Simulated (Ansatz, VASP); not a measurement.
Two plane-wave programs on H

File INCAR:

```
PREC = Accurate
ENCUT = 520
EDIFF = 1E-6
ISMEAR = 1
SIGMA = 0.077
LREAL = F
LASPH = T
NELM = 150
ALGO = Normal
ISIF = 2
LWAVE = F
LCHARG = F
ISPIN = 2
MAGMOM = 1.03 1.03
LORBIT = 11
GGA = RP
NBANDS = 12
```

File KPOINTS:

```
Automatic mesh
0
Gamma
  3 3 4
```

POSCAR

```
H
1.0
    5.1702470185      0.0000000000      0.0000000000
   -2.5851235093      4.4775652619      0.0000000000
    0.0000000000      0.0000000000      3.8495250000
H
2
Direct
    0.3333333333      0.6666666667      0.2500000000
    0.6666666667      0.3333333333      0.7500000000
```

Input for Ansatz:

```yaml
crystal:
  lattice:
    - [5.1702470185, 0.0, 0.0]
    - [-2.5851235093, 4.4775652619, 0.0]
    - [0.0, 0.0, 3.849525]
  atoms:
    - { symbol: H, position: [0.3333333333, 0.6666666667, 0.25], spin: 1.03 }
    - { symbol: H, position: [0.6666666667, 0.3333333333, 0.75], spin: 1.03 }
basis:
  ecutwfc: 420
kpoints:
  mp_grid: { grid: [3, 3, 4] }
hamiltonian:
  xc: rpbe
scf:
  occupations: { method: methfessel_paxton, width: 0.077 }
  lower_state_search: "off"
  n_extra_bands: 3
output:
  forces: true
  stress: true
  eigenvalues: true
  populations: true
magnetization:
  spin_polarized: true
```

Alike in both runs: task single point; functional RPBE; k mesh 3 × 3 × 4; occupations methfessel-paxton of order 1, width 0.077 eV; collinear spin.

```csv
,VASP,Ansatz
version,VASP 6.6.1,Ansatz 0.2.0
potentials or method,"VASP PAW PBE potentials, release 64 (H), cutoff 520 eV","scalar-relativistic, plane waves, PAW"
valence electrons in the cell,2,2
```

|  | VASP | Ansatz | Ansatz less VASP |
| --- | --- | --- | --- |
| gap on the k mesh at the Fermi level (eV) | 6.66 | 6.66 | +0.001 |
| least direct gap on the mesh (eV) | 7.34 | 7.34 | +0.001 |
| pressure (GPa) | 0.2 | 0.2 | +0.03 |
| net moment per atom (μB) | 1.00 | 1.00 | 0.000 |
| size of the moment on the site where the two differ most (μB) | 0.39 | 0.94 | +0.552 |

VASP's potentials were made for PBE, not for RPBE. Site moments also hang on the region over which each program counts them. Ansatz's warnings: nearly empty spin channel levels not settled, published levels not confirmed, stability check not made.

The k mesh is coarse, so the values compare programs but aren't converged.
